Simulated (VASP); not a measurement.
# InP3 (R-3m) in VASP: further runs, part 2 of 2

VASP 6.6.1.

### 3 Single point, PBEsol

This run uses another cell than the first one, of 17.24 Å³/atom, 1.089 times its volume.

The input, INCAR:

```
PREC = Accurate
ENCUT = 520
EDIFF = 1E-7
ISMEAR = 0
SIGMA = 0.1
LREAL = False
LASPH = True
NELM = 100
ALGO = Normal
ISIF = 2
LWAVE = False
LCHARG = False
GGA = PS
NBANDS = 38
```

The input, KPOINTS:

```
regular mesh
0
Gamma
  6 6 6
```

The input, POSCAR:

```
InP3
1.0
    3.6230565168      2.0917726552      3.0332257015
   -3.6230565168      2.0917726552      3.0332257015
    0.0000000000     -4.1835453105      3.0332257015
In P
2 6
Direct
    0.2813303362      0.2813303362      0.2813303362
    0.7186696638      0.7186696638      0.7186696638
    0.7876059563      0.2347757589      0.7876059563
    0.7876059563      0.7876059563      0.2347757589
    0.2347757589      0.7876059563      0.7876059563
    0.2123940437      0.7652242411      0.2123940437
    0.7652242411      0.2123940437      0.2123940437
    0.2123940437      0.2123940437      0.7652242411
```

Potentials or basis: VASP PAW PBE potentials, release 64 (In_d, P).

Started as:

```
$ cat potpaw_PBE.64/In_d/POTCAR potpaw_PBE.64/P/POTCAR > POTCAR
$ mpirun -np 1 vasp_std > vasp.out
```

Run time: 74 s. Hardware: 1 thread of Intel Xeon 6975P-C (Granite Rapids), shared host; peak memory 0.3 GiB.

Results (log left out):

* Free energy: -40.8126 eV
* Pressure: 10.0 GPa
* Largest force: 0.025 eV/Å
* Band gap on the k mesh: zero (band 28 reaches 8.65 eV, above the bottom of band 29 at 8.32 eV)

Forces on the atoms (eV/Å):
```
In   0.000  0.000  0.004
In   0.000  0.000 -0.004
P    0.012 -0.007  0.021
P    0.000  0.014  0.021
P   -0.012 -0.007  0.021
P   -0.012  0.007 -0.021
P    0.012  0.007 -0.021
P    0.000 -0.014 -0.021
```

Levels at points of the mesh, in eV from the Fermi level:
```tsv
k point	band 26	band 27	band 28	band 29	band 30	band 31
(0.00, 0.00, 0.00)	-2.14	-0.89	-0.89	-0.01	0.71	1.45
(0.50, 0.00, 0.00)	-2.05	-1.46	-0.99	-0.23	2.22	2.55
(0.50, 0.50, 0.00)	-0.90	-0.74	-0.01	0.99	1.21	1.91
(0.50, 0.50, 0.50)	0.04	0.11	0.11	1.27	1.57	1.61
```

Caveat: the PAW data sets were made with another functional, which shifts forces and pressure a little; spin-orbit coupling is left out, which moves the levels of the heavy elements.

### 4 Single point, PBEsol

This run uses another cell than the first one, of 18.22 Å³/atom, 1.150 times its volume.

The input, INCAR:

```
PREC     = Accurate       # precision mode
ENCUT    = 520            # plane-wave cutoff, eV
EDIFF    = 1E-7           # SCF threshold, eV
ISMEAR   = 0              # smearing method
SIGMA    = 0.1            # smearing width, eV
LREAL    = F              # projectors in reciprocal space
LASPH    = T              # aspherical terms in the spheres
NELM     = 80             # most SCF steps
ALGO     = Normal         # electronic algorithm
ISIF     = 2              # what is computed and relaxed
LWAVE    = F              # write WAVECAR
LCHARG   = F              # write CHGCAR
GGA      = PS             # functional
NBANDS   = 38             # bands
```

KPOINTS is that of step 3.

The input, POSCAR:

```
InP3
1.0
    3.6618300585      2.1141585700      3.1371333491
   -3.6618300585      2.1141585700      3.1371333491
    0.0000000000     -4.2283171401      3.1371333491
In P
2 6
Direct
    0.2773572415      0.2773572415      0.2773572415
    0.7226427585      0.7226427585      0.7226427585
    0.7906128598      0.2379084436      0.7906128598
    0.7906128598      0.7906128598      0.2379084436
    0.2379084436      0.7906128598      0.7906128598
    0.2093871402      0.7620915564      0.2093871402
    0.7620915564      0.2093871402      0.2093871402
    0.2093871402      0.2093871402      0.7620915564
```

Started as:

```
$ cat potpaw_PBE.64/In_d/POTCAR potpaw_PBE.64/P/POTCAR > POTCAR
$ mpirun -np 1 vasp_std > vasp.out
```

It took 74 s on 1 thread of Intel Xeon 6975P-C (Granite Rapids), shared host; peak memory 0.33 GiB.

It converged, with:

```
Free energy            : -41.1768 eV
Pressure               : 5.0 GPa
Largest force          : 0.026 eV/Å
Band gap on the k mesh : zero (band 28 reaches 7.94 eV, above the bottom of band 29 at 7.57 eV)
```

Forces in eV/Å, atoms in the order of the input:
```
In   0.000  0.000  0.006
In   0.000  0.000 -0.006
P    0.012 -0.007  0.022
P    0.000  0.014  0.022
P   -0.012 -0.007  0.022
P   -0.012  0.007 -0.022
P    0.012  0.007 -0.022
P    0.000 -0.014 -0.022
```

Levels at points of the mesh, in eV from the Fermi level:
| k point | band 25 | band 26 | band 27 | band 28 | band 29 | band 30 | band 31 | band 32 |
| --- | --- | --- | --- | --- | --- | --- | --- | --- |
| (0.00, 0.00, 0.00) | -2.54 | -2.12 | -0.80 | -0.80 | -0.11 | 0.29 | 1.71 | 2.19 |
| (0.50, 0.00, 0.00) | -2.59 | -1.80 | -1.31 | -1.04 | 0.03 | 2.38 | 2.61 | 3.29 |
| (0.50, 0.50, 0.00) | -1.53 | -0.85 | -0.69 | 0.02 | 1.11 | 1.30 | 2.11 | 2.11 |
| (0.50, 0.50, 0.50) | 0.05 | 0.05 | 0.15 | 0.15 | 1.58 | 1.64 | 1.71 | 1.71 |

Caveat: the PAW data sets were made with another functional, which shifts forces and pressure a little; spin-orbit coupling is left out, which moves the levels of the heavy elements.

### 5 Single point, PBEsol

This run uses another cell than the first one, of 18.98 Å³/atom, 1.198 times its volume.

The input, INCAR:

```
PREC = Accurate ; ENCUT = 520
EDIFF = 1E-6 ; ISMEAR = 0
SIGMA = 0.1 ; LREAL = F
LASPH = T ; NELM = 60
ALGO = Normal ; ISIF = 2
LWAVE = F ; LCHARG = F
GGA = PS ; NBANDS = 38
```

The input, KPOINTS:

```
Automatic mesh
0
Gamma
  6 6 6
```

The input, POSCAR:

```
InP3
1.0
    3.6910832148      2.1310478877      3.2169121621
   -3.6910832148      2.1310478877      3.2169121621
    0.0000000000     -4.2620957753      3.2169121621
In P
2 6
Direct
    0.2750280539      0.2750280539      0.2750280539
    0.7249719461      0.7249719461      0.7249719461
    0.7929170925      0.2397750789      0.7929170925
    0.7929170925      0.7929170925      0.2397750789
    0.2397750789      0.7929170925      0.7929170925
    0.2070829075      0.7602249211      0.2070829075
    0.7602249211      0.2070829075      0.2070829075
    0.2070829075      0.2070829075      0.7602249211
```

Started as:

```
$ cat potpaw_PBE.64/In_d/POTCAR potpaw_PBE.64/P/POTCAR > POTCAR
$ mpirun -np 1 vasp_std > vasp.out
```

It took 65 s on 1 thread of Intel Xeon 6975P-C (Granite Rapids), shared host; peak memory 0.32 GiB.

The run converged. Its results:

```yaml
Free_energy: -41.3120 eV
Pressure: 2.0 GPa
Largest_force: 0.025 eV/Å
Band_gap_on_the_k_mesh: zero (band 28 reaches 7.42 eV, above the bottom of band 29 at 6.99 eV)
```

Forces in eV/Å, atoms in the order of the input:
```
In   0.000  0.000  0.006
In   0.000  0.000 -0.006
P    0.009 -0.005  0.023
P    0.000  0.011  0.023
P   -0.009 -0.005  0.023
P   -0.009  0.005 -0.023
P    0.009  0.005 -0.023
P    0.000 -0.011 -0.023
```

Levels at points of the mesh, in eV from the Fermi level:
```tsv
k point	band 24	band 25	band 26	band 27	band 28	band 29	band 30	band 31	band 32	band 33
(0.00, 0.00, 0.00)	-2.39	-2.39	-2.12	-0.75	-0.75	-0.18	-0.01	1.87	2.25	2.25
(0.50, 0.00, 0.00)	-2.67	-2.58	-1.65	-1.21	-1.07	0.19	2.49	2.60	3.20	3.35
(0.50, 0.50, 0.00)	-2.58	-1.47	-0.82	-0.66	0.02	1.19	1.36	2.15	2.27	3.64
(0.50, 0.50, 0.50)	-1.04	0.05	0.05	0.16	0.16	1.58	1.70	1.70	1.77	1.77
```

Caveat: the PAW data sets were made with another functional, which shifts forces and pressure a little; spin-orbit coupling is left out, which moves the levels of the heavy elements.

### 6 Single point, PBEsol

This run uses another cell than the first one, of 19.60 Å³/atom, 1.237 times its volume.

The input, INCAR:

```
SYSTEM = InP3
ALGO = Normal
EDIFF = 1E-6
ENCUT = 520
GGA = PS
ISIF = 2
ISMEAR = 0
LASPH = .TRUE.
LCHARG = .FALSE.
LREAL = .FALSE.
LWAVE = .FALSE.
NBANDS = 38
NELM = 100
PREC = Accurate
SIGMA = 0.1
```

The input, KPOINTS:

```
k-points
0
G
  6 6 6
  0 0 0
```

The input, POSCAR:

```
InP3
1.0
    3.7149867691      2.1448486112      3.2793763011
   -3.7149867691      2.1448486112      3.2793763011
    0.0000000000     -4.2896972224      3.2793763011
In P
2 6
Direct
    0.2732789044      0.2732789044      0.2732789044
    0.7267210956      0.7267210956      0.7267210956
    0.7947108827      0.2411926312      0.7947108827
    0.7947108827      0.7947108827      0.2411926312
    0.2411926312      0.7947108827      0.7947108827
    0.2052891173      0.7588073688      0.2052891173
    0.7588073688      0.2052891173      0.2052891173
    0.2052891173      0.2052891173      0.7588073688
```

Potentials or basis: VASP PAW PBE potentials, release 64 (In_d, P).

Started as:

```
$ cat potpaw_PBE.64/In_d/POTCAR potpaw_PBE.64/P/POTCAR > POTCAR
$ mpirun -np 1 vasp_std > vasp.out
```

Run time: 71 s. Hardware: 1 thread of Intel Xeon 6975P-C (Granite Rapids), shared host; peak memory 0.32 GiB.

It converged, with:

* Free energy: -41.3453 eV
* Pressure: 0.0 GPa
* Largest force: 0.023 eV/Å
* Band gap on the k mesh: zero (band 28 reaches 7.02 eV, above the bottom of band 29 at 6.54 eV)

Forces on the atoms (eV/Å):
```
In   0.000  0.000  0.003
In   0.000  0.000 -0.003
P    0.014 -0.008  0.017
P    0.000  0.016  0.017
P   -0.014 -0.008  0.017
P   -0.014  0.008 -0.017
P    0.014  0.008 -0.017
P    0.000 -0.016 -0.017
```

Levels at points of the mesh, in eV from the Fermi level:
```csv
k point,band 24,band 25,band 26,band 27,band 28,band 29,band 30,band 31,band 32,band 33
"(0.00, 0.00, 0.00)",-2.27,-2.27,-2.11,-0.70,-0.70,-0.22,-0.20,2.01,2.30,2.30
"(0.50, 0.00, 0.00)",-2.57,-2.55,-1.53,-1.12,-1.08,0.32,2.57,2.58,3.11,3.36
"(0.50, 0.50, 0.00)",-2.55,-1.41,-0.79,-0.62,0.03,1.26,1.41,2.19,2.40,3.48
"(0.50, 0.50, 0.50)",-1.06,0.05,0.05,0.18,0.18,1.58,1.68,1.68,1.84,1.84
```

Caveat: the PAW data sets were made with another functional, which shifts forces and pressure a little; spin-orbit coupling is left out, which moves the levels of the heavy elements.

### 7 Overview

```csv
cell,gap on the mesh (eV),pressure (GPa),largest force (eV/Å)
"a = 5.023 Å, angles 90.3°, 8 atoms",none,20.0,0.03
"a = 5.167 Å, angles 89.0°, 8 atoms",none,10.0,0.03
"a = 5.265 Å, angles 88.1°, 8 atoms",none,5.0,0.03
"a = 5.340 Å, angles 87.5°, 8 atoms",none,2.0,0.03
"a = 5.400 Å, angles 86.9°, 8 atoms",none,0.0,0.02
```

Alike in all rows: task single point; level PBEsol; potentials or basis VASP PAW PBE potentials, release 64 (In_d, P); no spin polarisation; k mesh 6 × 6 × 6; cutoff (eV) 520; smearing gaussian 0.1 eV.

Caveats: the PAW data sets were made with another functional, which shifts forces and pressure a little; spin-orbit coupling is left out, which moves the levels of the heavy elements.

Absolute energies hang on the potentials; compare differences alone.
